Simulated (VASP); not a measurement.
# NaI (I4/mmm) in VASP: further runs, part 2 of 2

VASP 6.6.1.

## Step 4: Single point, r2SCAN (strain -0.015 along x and y, +0.000 along z)

Contents of POSCAR:

```
NaI
1.0
    0.0000000000      3.1878540000      3.2364000000
    3.1878540000      0.0000000000      3.2364000000
    3.1878540000      3.1878540000      0.0000000000
Na I
1 1
Direct
    0.0000000000      0.0000000000      0.0000000000
    0.5000000000      0.5000000000      0.5000000000
```

Contents of INCAR.step1:

```
PREC     = Accurate       # precision mode
ENCUT    = 520            # plane-wave cutoff, eV
ISMEAR   = 0              # smearing method
SIGMA    = 0.05           # smearing width, eV
LREAL    = F              # projectors in reciprocal space
LASPH    = T              # aspherical terms in the spheres
NELM     = 100            # most SCF steps
NBANDS   = 14             # bands
GGA      = PE             # functional
ALGO     = Normal         # electronic algorithm
EDIFF    = 1E-4           # SCF threshold, eV
LWAVE    = T              # write WAVECAR
LCHARG   = F              # write CHGCAR
```

Contents of INCAR.step2:

```
PREC     = Accurate       # precision mode
ENCUT    = 520            # plane-wave cutoff, eV
EDIFF    = 1E-7           # SCF threshold, eV
ISMEAR   = 0              # smearing method
SIGMA    = 0.05           # smearing width, eV
LREAL    = F              # projectors in reciprocal space
LASPH    = T              # aspherical terms in the spheres
NELM     = 100            # most SCF steps
ALGO     = Normal         # electronic algorithm
ISIF     = 2              # what is computed and relaxed
LWAVE    = F              # write WAVECAR
LCHARG   = T              # write CHGCAR
METAGGA  = R2SCAN         # meta-GGA
LMIXTAU  = T            
LELF     = T              # ELF
LVHAR    = T            
NBANDS   = 14             # bands
ISTART   = 1
```

Contents of KPOINTS:

```
regular mesh
0
Gamma
  6 6 6
```

Potentials or basis: VASP PAW PBE potentials, release 64 (Na_pv, I).

Started as:

```sh
$ cat potpaw_PBE.64/Na_pv/POTCAR potpaw_PBE.64/I/POTCAR > POTCAR
$ cp INCAR.step1 INCAR
$ mpirun -np 1 vasp_std > vasp.out
$ cp INCAR.step2 INCAR
$ mpirun -np 1 vasp_std > vasp.out
```

OUTCAR:

```text
PREC = Accurate
   ENCUT = 520
   EDIFF = 1E-7
   ISMEAR = 0
   LREAL = F
   LASPH = T
   NELM = 100
   ISIF = 2
   METAGGA = R2SCAN
   ISTART = 1

 ion  position               nearest neighbor table
   1  0.000  0.000  0.000-
   2  0.500  0.500  0.500-

  LATTYP: Found a body centered tetragonal cell.
 ALAT       =     4.5083063617
 C/A-ratio  =     1.4357498095

  Lattice vectors:

 A1 = (  -3.1878540000,   0.0000000000,   3.2364000000)
 A2 = (   3.1878540000,   0.0000000000,   3.2364000000)
 A3 = (   0.0000000000,   3.1878540000,  -3.2364000000)

Analysis of symmetry for initial positions (statically):
=====================================================================
 Subroutine PRICEL returns:
 Original cell was already a primitive cell.

 Routine SETGRP: Setting up the symmetry group for a
 body centered tetragonal supercell.

 Subroutine GETGRP returns: Found 16 space group operations
 (whereof 16 operations were pure point group operations)
 out of a pool of 16 trial point group operations.

The static configuration has the point symmetry D_4h.

Analysis of symmetry for dynamics (positions and initial velocities):
=====================================================================
 Subroutine PRICEL returns:
 Original cell was already a primitive cell.

 Routine SETGRP: Setting up the symmetry group for a
 body centered tetragonal supercell.

 Subroutine GETGRP returns: Found 16 space group operations
 (whereof 16 operations were pure point group operations)
 out of a pool of 16 trial point group operations.

The dynamic configuration has the point symmetry D_4h.

 Subroutine INISYM returns: Found 16 space group operations
 (whereof 16 operations are pure point group operations),
 and found     1 'primitive' translations

----------------------------------------------------------------------------------------

                                     Primitive cell

  volume of cell :      65.7793

  direct lattice vectors                    reciprocal lattice vectors
     0.000000000  3.187854000  3.236400000    -0.156845326  0.156845326  0.154492646
     3.187854000  0.000000000  3.236400000     0.156845326 -0.156845326  0.154492646
     3.187854000  3.187854000  0.000000000     0.156845326  0.156845326 -0.154492646

  length of vectors
     4.542763265  4.542763265  4.508306362     0.270312579  0.270312579  0.270312579

  position of ions in fractional coordinates (direct lattice)
     0.000000000  0.000000000  0.000000000
     0.500000000  0.500000000  0.500000000

  ion indices of the primitive-cell ions
   primitive index   ion index
                 1           1
                 2           2

----------------------------------------------------------------------------------------

 KPOINTS: regular mesh

Automatic generation of k-mesh.
 Grid dimensions read from file:
[... 24 lines left out ...]
  0.333333  0.000000  0.000000      8.000000
  0.500000  0.000000  0.000000      4.000000
  0.166667  0.166667  0.000000      2.000000
  0.333333  0.166667  0.000000      8.000000
[... 16 lines left out ...]
  0.333333  0.000000  0.333333      4.000000
  0.500000  0.000000  0.333333     16.000000
 [... further k-points ...]
   k-points           NKPTS =     30   k-points in BZ     NKDIM =     30   number of bands    NBANDS=     14
   number of dos      NEDOS =    301   number of ions     NIONS =      2
   total plane-waves  NPLWV =  46656
   dimension x,y,z NGX =    36 NGY =   36 NGZ =   36
   dimension x,y,z NGXF=    72 NGYF=   72 NGZF=   72
   ions per type =               1   1
   NGX,Y,Z   is equivalent  to a cutoff of  13.17, 13.17, 13.28 a.u.
   NGXF,Y,Z  is equivalent  to a cutoff of  26.35, 26.35, 26.55 a.u.
 SYSTEM =  unknown system
   PREC   = accura    normal or accurate (medium, high low for compatibility)
   ISTART =      1    job   : 0-new  1-cont  2-samecut
   ICHARG =      0    charge: 1-file 2-atom 10-const
   ISPIN  =      1    spin polarized calculation?
   LNONCOLLINEAR =      F non collinear calculations
   LSORBIT =      F    spin-orbit coupling
   LASPH  =      T    aspherical Exc in radial PAW
   ENCUT  =  520.0 eV  38.22 Ry    6.18 a.u.   8.45  8.45  8.38*2*pi/ulx,y,z
   NELM   =    100;   NELMIN=  2; NELMDL=  0     # of ELM steps
   EDIFF  = 0.1E-06   stopping-criterion for ELM
   LREAL  =      F    real-space projection
   EDIFFG = 0.1E-05   stopping-criterion for IOM
   NSW    =      0    number of steps for IOM
   IBRION =     -1    ionic relax: 0-MD 1-quasi-New 2-CG
   NFREE  =      0    steps in history (QN), initial steepest desc. (CG)
   ISIF   =      2    stress and relaxation
   ISYM   =      2    0-nonsym 1-usesym 2-fastsym
   POTIM  = 0.5000    time-step for ionic-motion
   TEBEG  =    0.0;   TEEND  =   0.0 temperature during run
   PSTRESS=    0.0 pullay stress
   NELECT =      14.0000    total number of electrons
   NUPDOWN=      -1.0000    fix difference up-down
   EMIN   =  10.00;   EMAX   =-10.00  energy-range for DOS
   EFERMI =   0.00;   METHOD = LEGACY
   ISMEAR =     0;   SIGMA  =   0.05  broadening in eV -4-tet -1-fermi 0-gaus
   EFERMI_NEDOS =   21; number of points for ismear=-14 and -15
   IALGO  =     38    algorithm
   IMIX   =      4    mixing-type and parameters
     AMIX     =   0.40;   BMIX     =  1.00
     AMIX_MAG =   1.60;   BMIX_MAG =  1.00
  volume/ion in A,a.u.               =      32.89       221.95
  Fermi-wavevector in a.u.,A,eV,Ry     =   0.977435  1.847084 12.998720  0.955379
  Thomas-Fermi vector in A             =   2.108132
   LORBIT       =      0    0 simple, 1 ext, 2 COOP (PROOUT), +10 PAW based schemes
   METAGGA = R2SCAN    functional components
   LHFCALC =     F    Hartree Fock is set to
   AEXX    =    0.0000 exact exchange contribution
   IVDW    =     0    specifies the selected vdW correction
   LEPSILON=     F    determine dielectric tensor
   LRPA    =     F    only Hartree local field effects (RPA)
 non-spin polarized calculation
 Gauss-broadening in eV      SIGMA  =   0.05
  energy-cutoff  :      520.00
  volume of cell :       65.78
 maximum number of plane-waves:      1809
 NGX is ok and might be reduce to    36
   NGX = 17   NGY = 17   NGZ = 17

 number of electron      13.9999999 magnetization

 Free energy of the ion-electron system (eV)
  ---------------------------------------------------
  ext. energy  EPLUGINS =         0.00000000
  ---------------------------------------------------
  free energy    TOTEN  =       -31.08356354 eV

  energy without entropy =      -31.08356354  energy(sigma->0) =      -31.08356354

 E-fermi :   1.0308     XC(G=0):  -8.1985

 val. band max:        0.7055567539   @ k =   0.0000   0.0000   0.0000
 cond. band min:       5.2288437554   @ k =   0.0000   0.0000   0.0000
 fundamental gap:      4.5232870016
 Fermi energy:         1.0308226036

 k-point     1 :       0.0000    0.0000    0.0000
  band No.  band energies     occupation
      1     -22.5271      2.00000
      2     -22.5263      2.00000
      3     -22.5261      2.00000
      4     -10.7334      2.00000
      5       0.6894      2.00000
      6       0.6894      2.00000
      7       0.7056      2.00000
      8       5.2288      0.00000
      9       9.1017      0.00000
     10       9.2024      0.00000
     11       9.2025      0.00000
     12      10.9822      0.00000
     13      11.1554      0.00000
     14      11.8442      0.00000
[... 377 lines left out ...]
      1     -22.5304      2.00000
      2     -22.5287      2.00000
      3     -22.5281      2.00000
      4     -10.2975      2.00000
      5      -1.1947      2.00000
      6      -0.3404      2.00000
      7      -0.0063      2.00000
      8       6.4564      0.00000
      9       7.3577      0.00000
     10      10.1565      0.00000
     11      11.0329      0.00000
     12      12.6395      0.00000
     13      13.9575      0.00000
     14      14.8727      0.00000

 [... further k-points ...]

------------------------ aborting loop because EDIFF is reached ----------------------------------------

  FORCE on cell =-STRESS in cart. coord.  units (eV):
  Direction    XX          YY          ZZ          XY          YZ          ZX
  --------------------------------------------------------------------------------------
  -------------------------------------------------------------------------------------
  Total        0.2078310      0.2078310      0.0238402      0.0000000      0.0000000     -0.0000000
  in kB        5.0621133      5.0621133      0.5806721      0.0000000      0.0000000     -0.0000000
  external PRESSURE =       3.5682995 kB  Pullay stress =       0.0000000 kB

 VOLUME and BASIS-vectors are now :
 -----------------------------------------------------------------------------
  energy-cutoff  :      520.00
  volume of cell :       65.78
      direct lattice vectors                 reciprocal lattice vectors
     0.000000000  3.187854000  3.236400000    -0.156845326  0.156845326  0.154492646
     3.187854000  0.000000000  3.236400000     0.156845326 -0.156845326  0.154492646
     3.187854000  3.187854000  0.000000000     0.156845326  0.156845326 -0.154492646

 POSITION                                       TOTAL-FORCE (eV/Angst)
 -----------------------------------------------------------------------------------
      0.00000      0.00000      0.00000         0.000000      0.000000      0.000000
      3.18785      3.18785      3.23640        -0.000000     -0.000000     -0.000000
 -----------------------------------------------------------------------------------
    total drift:                                0.000000      0.000000      0.000000

  FREE ENERGIE OF THE ION-ELECTRON SYSTEM (eV)
  ---------------------------------------------------
  free  energy   TOTEN  =       -31.0835635410 eV

  energy  without entropy=      -31.0835635410  energy(sigma->0) =      -31.08356354
```

Wall time 59 s (1 thread of Intel Xeon 6975P-C (Granite Rapids), shared host); peak memory 0.22 GiB.

Results:

| Property | Result |
| --- | --- |
| Free energy | -31.0836 eV |
| Pressure | 0.4 GPa |
| Band gap on the k mesh | 4.52 eV |

Caveat: the cell differs from its parent crystal (strain -0.015 along x and y, +0.000 along z); the PAW data sets were made with another functional, which shifts forces and pressure a little; spin-orbit coupling is left out, which moves the levels of the heavy elements.

## Step 5: Single point, r2SCAN (strain +0.000 along x and y, -0.015 along z)

Contents of POSCAR:

```
NaI
1.0
    0.0000000000      3.2364000000      3.1878540000
    3.2364000000      0.0000000000      3.1878540000
    3.2364000000      3.2364000000      0.0000000000
Na I
1 1
Direct
    0.0000000000      0.0000000000      0.0000000000
    0.5000000000      0.5000000000      0.5000000000
```

Contents of INCAR.step1:

```
SYSTEM = NaI
PREC = Accurate
ENCUT = 520
ISMEAR = 0
SIGMA = 0.05
LREAL = .False.
LASPH = .True.
NELM = 60
NBANDS = 14
GGA = PE
ALGO = Normal
EDIFF = 1E-4
LWAVE = .True.
LCHARG = .False.
```

Contents of INCAR.step2:

```
SYSTEM = NaI
PREC = Accurate
ENCUT = 520
EDIFF = 1E-7
ISMEAR = 0
SIGMA = 0.05
LREAL = .False.
LASPH = .True.
NELM = 60
ALGO = Normal
ISIF = 2
LWAVE = .False.
LCHARG = .False.
METAGGA = R2SCAN
LMIXTAU = .True.
NBANDS = 14
ISTART = 1
```

Contents of KPOINTS:

```
regular mesh
0
Gamma
  6 6 6
  0 0 0
```

Potentials or basis: VASP PAW PBE potentials, release 64 (Na_pv, I).

Started as:

```sh
$ cat potpaw_PBE.64/Na_pv/POTCAR potpaw_PBE.64/I/POTCAR > POTCAR
$ cp INCAR.step1 INCAR
$ mpirun -np 1 vasp_std > vasp.out
$ cp INCAR.step2 INCAR
$ mpirun -np 1 vasp_std > vasp.out
```

OUTCAR:

```text
SYSTEM = NaI
   PREC = Accurate
   ENCUT = 520
   EDIFF = 1E-7
   ISMEAR = 0
   LREAL = .False.
   LASPH = .True.
   NELM = 60
   ISIF = 2
   METAGGA = R2SCAN
   ISTART = 1

 ion  position               nearest neighbor table
   1  0.000  0.000  0.000-
   2  0.500  0.500  0.500-

  LATTYP: Found a body centered tetragonal cell.
 ALAT       =     4.5769607733
 C/A-ratio  =     1.3930003589

  Lattice vectors:

[... 593 lines left out ...]

 [... further k-points ...]

------------------------ aborting loop because EDIFF is reached ----------------------------------------

  FORCE on cell =-STRESS in cart. coord.  units (eV):
  Direction    XX          YY          ZZ          XY          YZ          ZX
  --------------------------------------------------------------------------------------
  -------------------------------------------------------------------------------------
  Total       -0.0261558     -0.0261558      0.1526521      0.0000000     -0.0000000      0.0000000
  in kB       -0.6275184     -0.6275184      3.6623563      0.0000000     -0.0000000      0.0000000
  external PRESSURE =       0.8024398 kB  Pullay stress =       0.0000000 kB

 VOLUME and BASIS-vectors are now :
 -----------------------------------------------------------------------------
  energy-cutoff  :      520.00
  volume of cell :       66.78
      direct lattice vectors                 reciprocal lattice vectors
     0.000000000  3.236400000  3.187854000    -0.154492646  0.154492646  0.156845326
     3.236400000  0.000000000  3.187854000     0.154492646 -0.154492646  0.156845326
     3.236400000  3.236400000  0.000000000     0.154492646  0.154492646 -0.156845326

 POSITION                                       TOTAL-FORCE (eV/Angst)
 -----------------------------------------------------------------------------------
      0.00000      0.00000      0.00000        -0.000000      0.000000      0.000000
      3.23640      3.23640      3.18785         0.000000     -0.000000     -0.000000
 -----------------------------------------------------------------------------------
    total drift:                                0.000000      0.000000      0.000000

  FREE ENERGIE OF THE ION-ELECTRON SYSTEM (eV)
  ---------------------------------------------------
  free  energy   TOTEN  =       -31.0848834013 eV

  energy  without entropy=      -31.0848834013  energy(sigma->0) =      -31.08488340
```

OSZICAR.step1:

```text
N       E                     dE             d eps       ncg     rms          rms(c)
DAV:   1     0.819983213325E+02    0.81998E+02   -0.66744E+03   840   0.891E+02
DAV:   2     0.922203223961E+00   -0.81076E+02   -0.75310E+02   882   0.222E+02
DAV:   3    -0.529913371098E+01   -0.62213E+01   -0.61861E+01  1104   0.598E+01
DAV:   4    -0.544249748319E+01   -0.14336E+00   -0.14333E+00  1102   0.928E+00
DAV:   5    -0.544612756237E+01   -0.36301E-02   -0.36300E-02  1110   0.143E+00    0.164E+00
DAV:   6    -0.538676602750E+01    0.59362E-01   -0.68418E-02  1038   0.154E+00    0.111E+00
DAV:   7    -0.537841795477E+01    0.83481E-02   -0.63584E-02  1020   0.130E+00    0.611E-01
DAV:   8    -0.538041886588E+01   -0.20009E-02   -0.51681E-03   990   0.571E-01    0.180E-01
DAV:   9    -0.538038342208E+01    0.35444E-04   -0.20992E-04  1032   0.126E-01
   1 F= -.53803834E+01 E0= -.53803834E+01  d E =-.301758E-18
```

It took 64 s on 1 thread of Intel Xeon 6975P-C (Granite Rapids), shared host; peak memory 0.22 GiB.

What came out:

- Free energy: -31.0849 eV
- Pressure: 0.1 GPa
- Band gap on the k mesh: 4.48 eV

Stress tensor (GPa, compression positive):
```
-0.06  0.00  0.00
 0.00 -0.06  0.00
 0.00  0.00  0.37
```

Caveat: the cell differs from its parent crystal (strain +0.000 along x and y, -0.015 along z); the PAW data sets were made with another functional, which shifts forces and pressure a little; spin-orbit coupling is left out, which moves the levels of the heavy elements.

## Step 6: Summary

| cell | gap on the mesh (eV) | pressure (GPa) |
| --- | --- | --- |
| a = 4.509, b = 4.509, c = 4.440 Å, angles 60.5, 60.5, 59.0°, 2 atoms | 4.62 | 1.0 |
| a = 4.544, b = 4.544, c = 4.440 Å, angles 60.8, 60.8, 58.5°, 2 atoms | 4.56 | 0.8 |
| a = 4.543, b = 4.543, c = 4.508 Å, angles 60.3, 60.3, 59.5°, 2 atoms | 4.52 | 0.4 |
| a = 4.543, b = 4.543, c = 4.577 Å, angles 59.8, 59.8, 60.5°, 2 atoms | 4.48 | 0.1 |

Alike in all rows: task single point; level r2SCAN; potentials or basis VASP PAW PBE potentials, release 64 (Na_pv, I); no spin polarisation; k mesh 6 × 6 × 6; cutoff (eV) 520; smearing gaussian 0.05 eV.

Caveats: the PAW data sets were made with another functional, which shifts forces and pressure a little; spin-orbit coupling is left out, which moves the levels of the heavy elements.

Absolute energies hang on the potentials; compare differences alone.
